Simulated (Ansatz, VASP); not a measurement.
## LiBi3: VASP beside Ansatz

```
CELL_PARAMETERS angstrom
6.72915 0.00000 0.00000
-3.36458 5.82762 0.00000
0.00000 0.00000 5.40119
ATOMIC_POSITIONS crystal
Li 0.33333 0.66667 0.25000
Li 0.66667 0.33333 0.75000
Bi 0.83300 0.66600 0.25000
Bi 0.16700 0.83300 0.75000
Bi 0.33400 0.16700 0.25000
Bi 0.16700 0.33400 0.75000
Bi 0.83300 0.16700 0.25000
Bi 0.66600 0.83300 0.75000
```

Alike in both runs: task single point; functional PBE; k mesh 3 × 3 × 4; occupations gaussian, width 0.1 eV; no spin polarisation.

|  | VASP | Ansatz |
| --- | --- | --- |
| version | VASP 6.6.1 | Ansatz 0.2.0 |
| potentials or method | VASP PAW PBE potentials, release 64 (Li_sv, Bi_d), cutoff 520 eV | scalar-relativistic, plane waves, PAW |
| valence electrons in the cell | 96 | 96 |

|  | VASP | Ansatz | Ansatz less VASP |
| --- | --- | --- | --- |
| gap on the k mesh at the Fermi level (eV) | none | none | - |
| rms of the force components (eV/Å) | 0.393 | 0.393 | -0.0003 |

Atom by atom the forces differ by 0.000 eV/Å (rms over components). A gap of «none» marks a metal or a gap that the smearing closes.

Neither program's run includes spin-orbit coupling. Noted on VASP's run: the cutoff is short for stress, so the pressure is rough.
